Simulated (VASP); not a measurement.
A run of VASP 6.6.1:

File INCAR:

```
SYSTEM = In
ALGO     = Normal         ! electronic algorithm
EDIFF    = 1E-6           ! SCF threshold, eV
ENCUT    = 520            ! plane-wave cutoff, eV
GGA      = PE             ! functional
ISIF     = 2              ! what is computed and relaxed
ISMEAR   = -1             ! smearing method
LASPH    = .True.         ! aspherical terms in the spheres
LCHARG   = .False.        ! write CHGCAR
LREAL    = .False.        ! projectors in reciprocal space
LWAVE    = .False.        ! write WAVECAR
NBANDS   = 12             ! bands
NELM     = 60             ! most SCF steps
PREC     = Accurate       ! precision mode
SIGMA    = 0.1            ! smearing width, eV
```

The input KPOINTS:

```
k-points
0
Gamma
  8 8 8
  0 0 0
```

The input POSCAR:

```
In
1.0
   -1.5845051890      1.5845051890      2.7386405001
    1.5845051890     -1.5845051890      2.7386405001
    1.5845051890      1.5845051890     -2.7386405001
In
1
Direct
    0.0000000000      0.0000000000      0.0000000000
```

Potentials or basis: VASP PAW PBE potentials, release 64 (In_d).

Launch:

```console
$ cat potpaw_PBE.64/In_d/POTCAR > POTCAR
$ mpirun -np 1 vasp_std > vasp.out
```

Hardware: 1 thread of Intel Xeon 6975P-C, with other jobs on the host.

Q: How long does it take, and how much memory?

A: It took 16 s on 1 thread of Intel Xeon 6975P-C, on a shared host, peak memory 0.16 GiB. Counts: scf iterations 11, k points 59.
